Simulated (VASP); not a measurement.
# Si (I-42m) in VASP: a series of runs

The runs below take Si through single point, with PBE.

Everything below comes from runs of VASP 6.6.1. Logs are shortened: lines on timing, memory, paths and dates and some standing lists are left out, and cuts for length are marked.

## (1) The cell of the first run

Symmetry: I-42m, No. 121, tetragonal system. The conventional cell has a = 6.747 Å, b = 6.747 Å, c = 3.893 Å, α = 90.00°, β = 90.00°, γ = 90.00°. Si (site symmetry m) has 4 Si at 2.38 to 2.42 Å within 3.1 Å.

## (2) Single point, PBE (atoms displaced along a vibrational mode, the cell strained)

The input, INCAR:

```
SYSTEM = Si
PREC = Accurate
ENCUT = 520
EDIFF = 1E-6
ISMEAR = 0
SIGMA = 0.05
LREAL = .FALSE.
LASPH = .TRUE.
NELM = 80
ALGO = Normal
ISIF = 2
LWAVE = .FALSE.
LCHARG = .FALSE.
GGA = PE
NBANDS = 16
```

The input, KPOINTS:

```
Automatic mesh
0
G
  10 10 10
  0 0 0
```

The input, POSCAR:

```
Si
1.0
   -3.3733515583      3.3733515583      1.9464404495
    3.3733515583     -3.3733515583      1.9464404495
    3.3733515583      3.3733515583     -1.9464404495
Si
4
Direct
    0.1483061898      0.1483061898      0.3572210152
    0.7910851746      0.7910851746      0.6427789848
    0.2089148254      0.8516938102      0.0000000000
    0.8516938102      0.2089148254      0.0000000000
```

Potentials or basis: VASP PAW PBE potentials, release 64 (Si).

Started as:

```
> cat potpaw_PBE.64/Si/POTCAR > POTCAR
> mpirun -np 1 vasp_std > vasp.out
```

OUTCAR:

```text
SYSTEM = Si
   PREC = Accurate
   ENCUT = 520
   EDIFF = 1E-6
   ISMEAR = 0
   LREAL = .FALSE.
   LASPH = .TRUE.
   NELM = 80
   ISIF = 2
   GGA = PE

 ion  position               nearest neighbor table
   1  0.148  0.148  0.357-   2 2.38   2 2.38   3 2.42   4 2.42
   2  0.791  0.791  0.643-   1 2.38   1 2.38   4 2.42   3 2.42
   3  0.209  0.852  0.000-   4 2.38   4 2.38   1 2.42   2 2.42
   4  0.852  0.209  0.000-   3 2.38   3 2.38   1 2.42   2 2.42

  LATTYP: Found a body centered tetragonal cell.
 ALAT       =     6.7467031166
 C/A-ratio  =     0.5770049210

  Lattice vectors:

 A1 = (  -3.3733515583,   3.3733515583,   1.9464404495)
 A2 = (   3.3733515583,  -3.3733515583,   1.9464404495)
 A3 = (   3.3733515583,   3.3733515583,  -1.9464404495)

Analysis of symmetry for initial positions (statically):
=====================================================================
 Subroutine PRICEL returns:
 Original cell was already a primitive cell.

 Routine SETGRP: Setting up the symmetry group for a
 body centered tetragonal supercell.

 Subroutine GETGRP returns: Found  8 space group operations
 (whereof  8 operations were pure point group operations)
 out of a pool of 16 trial point group operations.

The static configuration has the point symmetry D_2d.

Analysis of symmetry for dynamics (positions and initial velocities):
=====================================================================
 Subroutine PRICEL returns:
 Original cell was already a primitive cell.

 Routine SETGRP: Setting up the symmetry group for a
 body centered tetragonal supercell.

 Subroutine GETGRP returns: Found  8 space group operations
 (whereof  8 operations were pure point group operations)
 out of a pool of 16 trial point group operations.

The dynamic configuration has the point symmetry D_2d.

 Subroutine INISYM returns: Found  8 space group operations
 (whereof  8 operations are pure point group operations),
 and found     1 'primitive' translations

----------------------------------------------------------------------------------------

                                     Primitive cell

  volume of cell :      88.5981

  direct lattice vectors                    reciprocal lattice vectors
    -3.373351558  3.373351558  1.946440450     0.000000000  0.148220543  0.256879166
     3.373351558 -3.373351558  1.946440450     0.148220543  0.000000000  0.256879166
     3.373351558  3.373351558 -1.946440450     0.148220543  0.148220543  0.000000000

  length of vectors
     5.152439412  5.152439412  5.152439412     0.296574165  0.296574165  0.209615502

  position of ions in fractional coordinates (direct lattice)
     0.148306190  0.148306190  0.357221015
     0.791085175  0.791085175  0.642778985
     0.208914825  0.851693810  0.000000000
     0.851693810  0.208914825  0.000000000

  ion indices of the primitive-cell ions
   primitive index   ion index
                 1           1
                 2           2
                 3           3
                 4           4

----------------------------------------------------------------------------------------

 KPOINTS: Automatic mesh

Automatic generation of k-mesh.
 Grid dimensions read from file:
 generate k-points for:   10   10   10

 Generating k-lattice:

  Cartesian coordinates                     Fractional coordinates (reciprocal lattice)
     0.000000000  0.014822054  0.025687917     0.100000000 -0.000000000  0.000000000
     0.014822054  0.000000000  0.025687917    -0.000000000  0.100000000  0.000000000
     0.014822054  0.014822054  0.000000000     0.000000000  0.000000000  0.100000000

  Length of vectors
     0.029657417  0.029657417  0.020961550

  Shift w.r.t. Gamma in fractional coordinates (k-lattice)
     0.000000000  0.000000000  0.000000000

 Subroutine IBZKPT returns following result:
 ===========================================

 Found    102 irreducible k-points:

 Following reciprocal coordinates:
            Coordinates               Weight
  0.000000  0.000000  0.000000      1.000000
  0.100000  0.000000  0.000000      8.000000
  0.200000  0.000000  0.000000      8.000000
  0.300000  0.000000  0.000000      8.000000
  0.400000  0.000000  0.000000      8.000000
  0.500000  0.000000  0.000000      4.000000
[... 16 lines left out ...]
  0.300000  0.300000  0.000000      8.000000
  0.400000  0.300000  0.000000     16.000000
 [... further k-points ...]
   k-points           NKPTS =    102   k-points in BZ     NKDIM =    102   number of bands    NBANDS=     16
   number of dos      NEDOS =    301   number of ions     NIONS =      4
   total plane-waves  NPLWV =  64000
   dimension x,y,z NGX =    40 NGY =   40 NGZ =   40
   dimension x,y,z NGXF=    80 NGYF=   80 NGZF=   80
   ions per type =               4
   NGX,Y,Z   is equivalent  to a cutoff of  12.91, 12.91, 12.91 a.u.
   NGXF,Y,Z  is equivalent  to a cutoff of  25.81, 25.81, 25.81 a.u.
 SYSTEM =  Si
   PREC   = accura    normal or accurate (medium, high low for compatibility)
   ISTART =      0    job   : 0-new  1-cont  2-samecut
   ICHARG =      2    charge: 1-file 2-atom 10-const
   ISPIN  =      1    spin polarized calculation?
   LNONCOLLINEAR =      F non collinear calculations
   LSORBIT =      F    spin-orbit coupling
   LASPH  =      T    aspherical Exc in radial PAW
   ENCUT  =  520.0 eV  38.22 Ry    6.18 a.u.   9.58  9.58  9.58*2*pi/ulx,y,z
   NELM   =     80;   NELMIN=  2; NELMDL= -5     # of ELM steps
   EDIFF  = 0.1E-05   stopping-criterion for ELM
   LREAL  =      F    real-space projection
   EDIFFG = 0.1E-04   stopping-criterion for IOM
   NSW    =      0    number of steps for IOM
   IBRION =     -1    ionic relax: 0-MD 1-quasi-New 2-CG
   NFREE  =      0    steps in history (QN), initial steepest desc. (CG)
   ISIF   =      2    stress and relaxation
   ISYM   =      2    0-nonsym 1-usesym 2-fastsym
   POTIM  = 0.5000    time-step for ionic-motion
   TEBEG  =    0.0;   TEEND  =   0.0 temperature during run
   PSTRESS=    0.0 pullay stress
   NELECT =      16.0000    total number of electrons
   NUPDOWN=      -1.0000    fix difference up-down
   EMIN   =  10.00;   EMAX   =-10.00  energy-range for DOS
   EFERMI =   0.00;   METHOD = LEGACY
   ISMEAR =     0;   SIGMA  =   0.05  broadening in eV -4-tet -1-fermi 0-gaus
   EFERMI_NEDOS =   21; number of points for ismear=-14 and -15
   IALGO  =     38    algorithm
   IMIX   =      4    mixing-type and parameters
     AMIX     =   0.40;   BMIX     =  1.00
     AMIX_MAG =   1.60;   BMIX_MAG =  1.00
  volume/ion in A,a.u.               =      22.15       149.47
  Fermi-wavevector in a.u.,A,eV,Ry     =   0.925351  1.748661 11.650333  0.856275
  Thomas-Fermi vector in A             =   2.051196
   LORBIT       =      0    0 simple, 1 ext, 2 COOP (PROOUT), +10 PAW based schemes
   GGA     = PE    functional components
   LHFCALC =     F    Hartree Fock is set to
   AEXX    =    0.0000 exact exchange contribution
   IVDW    =     0    specifies the selected vdW correction
   LEPSILON=     F    determine dielectric tensor
   LRPA    =     F    only Hartree local field effects (RPA)
 non-spin polarized calculation
 Gauss-broadening in eV      SIGMA  =   0.05
  energy-cutoff  :      520.00
  volume of cell :       88.60
 maximum number of plane-waves:      2448
 NGX is ok and might be reduce to    40
   NGX = 19   NGY = 19   NGZ = 19

 number of electron      16.0000000 magnetization

 Free energy of the ion-electron system (eV)
  ---------------------------------------------------
  ext. energy  EPLUGINS =         0.00000000
  ---------------------------------------------------
  free energy    TOTEN  =       -21.21219583 eV

  energy without entropy =      -21.21219583  energy(sigma->0) =      -21.21219583

 E-fermi :   5.2561     XC(G=0):  -8.9378

 val. band max:        5.0878191078   @ k =   0.5000   0.5000   0.5000
 cond. band min:       5.4339970609   @ k =   0.3000   0.2000   0.2000
 fundamental gap:      0.3461779531
 Fermi energy:         5.2561125450

 k-point     1 :       0.0000    0.0000    0.0000
  band No.  band energies     occupation
      1      -6.7012      2.00000
      2      -2.6829      2.00000
      3      -0.3885      2.00000
      4      -0.3885      2.00000
      5       1.4883      2.00000
      6       3.6187      2.00000
[... 8 lines left out ...]
     15      10.5420      0.00000
     16      11.5942      0.00000

 k-point     2 :       0.1000    0.0000    0.0000
  band No.  band energies     occupation
      1      -6.5939      2.00000
      2      -2.7003      2.00000
      3      -0.5285      2.00000
      4      -0.2464      2.00000
      5       1.5722      2.00000
      6       3.0245      2.00000
[... 8 lines left out ...]
     15      10.0875      0.00000
     16      12.0657      0.00000

 k-point     3 :       0.2000    0.0000    0.0000
  band No.  band energies     occupation
      1      -6.2773      2.00000
      2      -2.7019      2.00000
      3      -0.9409      2.00000
      4      -0.0259      2.00000
      5       1.6894      2.00000
      6       2.0367      2.00000
[... 8 lines left out ...]
     15      10.3034      0.00000
     16      11.6213      0.00000

 k-point     4 :       0.3000    0.0000    0.0000
  band No.  band energies     occupation
      1      -5.7742      2.00000
      2      -2.6154      2.00000
      3      -1.6476      2.00000
      4      -0.2267      2.00000
      5       1.2695      2.00000
      6       1.7877      2.00000
[... 8 lines left out ...]
     15      11.3621      0.00000
     16      11.4964      0.00000
[... 324 lines left out ...]
 k-point    22 :      -0.2000    0.2000    0.0000
  band No.  band energies     occupation
      1      -6.4911      2.00000
      2      -3.4078      2.00000
      3      -0.3235      2.00000
      4      -0.2319      2.00000
      5       2.3606      2.00000
      6       3.4228      2.00000
[... 8 lines left out ...]
     15      10.9624      0.00000
     16      12.1585      0.00000

 k-point    23 :       0.3000    0.3000    0.0000
  band No.  band energies     occupation
      1      -4.6998      2.00000
      2      -3.3864      2.00000
      3      -2.5767      2.00000
      4      -0.5394      2.00000
      5       0.7781      2.00000
      6       2.3928      2.00000
[... 8 lines left out ...]
     15      11.3146      0.00000
     16      12.7967      0.00000

 k-point    24 :       0.4000    0.3000    0.0000
  band No.  band energies     occupation
      1      -5.0772      2.00000
      2      -3.9473      2.00000
      3      -1.9189      2.00000
      4       0.0789      2.00000
      5       1.0228      2.00000
      6       2.2506      2.00000
[... 8 lines left out ...]
     15      11.0724      0.00000
     16      11.6637      0.00000

 [... further k-points ...]

------------------------ aborting loop because EDIFF is reached ----------------------------------------

  FORCE on cell =-STRESS in cart. coord.  units (eV):
  Direction    XX          YY          ZZ          XY          YZ          ZX
  --------------------------------------------------------------------------------------
  -------------------------------------------------------------------------------------
  Total       -1.3437394     -1.3437394     -1.2639376      0.0000000      0.0000000      0.0000000
  in kB      -24.2997223    -24.2997223    -22.8566135      0.0000000      0.0000000      0.0000000
  external PRESSURE =     -23.8186861 kB  Pullay stress =       0.0000000 kB

 VOLUME and BASIS-vectors are now :
 -----------------------------------------------------------------------------
  energy-cutoff  :      520.00
  volume of cell :       88.60
      direct lattice vectors                 reciprocal lattice vectors
    -3.373351558  3.373351558  1.946440450     0.000000000  0.148220543  0.256879166
     3.373351558 -3.373351558  1.946440450     0.148220543  0.000000000  0.256879166
     3.373351558  3.373351558 -1.946440450     0.148220543  0.148220543  0.000000000

 POSITION                                       TOTAL-FORCE (eV/Angst)
 -----------------------------------------------------------------------------------
      1.20503      1.20503     -0.11797        -0.095197     -0.095197      0.301402
      2.16832      2.16832      1.82847         0.095197      0.095197      0.301402
      2.16832     -2.16832      2.06441         0.095197     -0.095197     -0.301402
     -2.16832      2.16832      2.06441        -0.095197      0.095197     -0.301402
 -----------------------------------------------------------------------------------
    total drift:                                0.000000      0.000000     -0.000000

  FREE ENERGIE OF THE ION-ELECTRON SYSTEM (eV)
  ---------------------------------------------------
  free  energy   TOTEN  =       -21.2121958292 eV

  energy  without entropy=      -21.2121958278  energy(sigma->0) =      -21.21219583
```

Run time: 2.3 min. Hardware: 1 thread of Intel Xeon Platinum 8488C (Sapphire Rapids), shared host; peak memory 0.28 GiB.

Results:

- Free energy: -21.2122 eV
- Pressure: -2.4 GPa
- Largest force: 0.330 eV/Å
- Band gap on the k mesh: 0.35 eV (least direct gap 0.67 eV)

Forces in eV/Å, atoms in the order of the input:
```
Si  -0.095 -0.095  0.301
Si   0.095  0.095  0.301
Si   0.095 -0.095 -0.301
Si  -0.095  0.095 -0.301
```

Caveat: the cell differs from its parent crystal (atoms displaced along a vibrational mode, the cell strained); semilocal functionals underestimate gaps, and a narrow one can read as zero. A k mesh can miss the band edges.

## (3) Single point, PBE (atoms displaced along a vibrational mode, the cell strained)

The input, INCAR:

```
ALGO = Normal ; EDIFF = 1E-7
ENCUT = 520 ; GGA = PE
ISIF = 2 ; ISMEAR = 0
LASPH = T ; LCHARG = F
LREAL = F ; LWAVE = F
NBANDS = 16 ; NELM = 60
PREC = Accurate ; SIGMA = 0.05
```

The input, KPOINTS:

```
k-points
0
Gamma
  10 10 10
```

The input, POSCAR:

```
Si
1.0
   -3.3733515583      3.3733515583      1.9464404495
    3.3733515583     -3.3733515583      1.9464404495
    3.3733515583      3.3733515583     -1.9464404495
Si
4
Direct
    0.1543670534      0.1543670534      0.3572210152
    0.7971460381      0.7971460381      0.6427789848
    0.2028539619      0.8456329466      0.0000000000
    0.8456329466      0.2028539619      0.0000000000
```

Potentials or basis: VASP PAW PBE potentials, release 64 (Si).

Started as:

```
> cat potpaw_PBE.64/Si/POTCAR > POTCAR
> mpirun -np 1 vasp_std > vasp.out
```

It took 2.2 min on 1 thread of Intel Xeon Platinum 8488C (Sapphire Rapids), shared host; peak memory 0.28 GiB.

It converged, with:

```yaml
Free_energy: -21.2376 eV
Pressure: -2.2 GPa
Largest_force: 0.257 eV/Å
Band_gap_on_the_k_mesh: 0.38 eV (least direct gap 0.61 eV)
```

Forces on the atoms (eV/Å):
```
Si  -0.070 -0.070  0.237
Si   0.070  0.070  0.237
Si   0.070 -0.070 -0.237
Si  -0.070  0.070 -0.237
```

Levels at points of the mesh, in eV from the valence-band top:
```csv
k point,band 6,band 7,band 8,band 9,band 10,band 11
"(0.00, 0.00, 0.00)",-1.45,-1.45,-0.51,1.46,1.46,1.46
"(0.50, 0.00, 0.00)",-3.35,-2.26,-1.38,0.88,2.26,3.02
"(0.50, 0.50, 0.00)",-1.93,-1.80,-1.57,1.54,1.91,1.95
"(0.50, 0.50, 0.50)",-0.42,0.00,0.00,0.61,2.66,3.37
```

Caveat: the cell differs from its parent crystal (atoms displaced along a vibrational mode, the cell strained); semilocal functionals underestimate gaps, and a narrow one can read as zero.
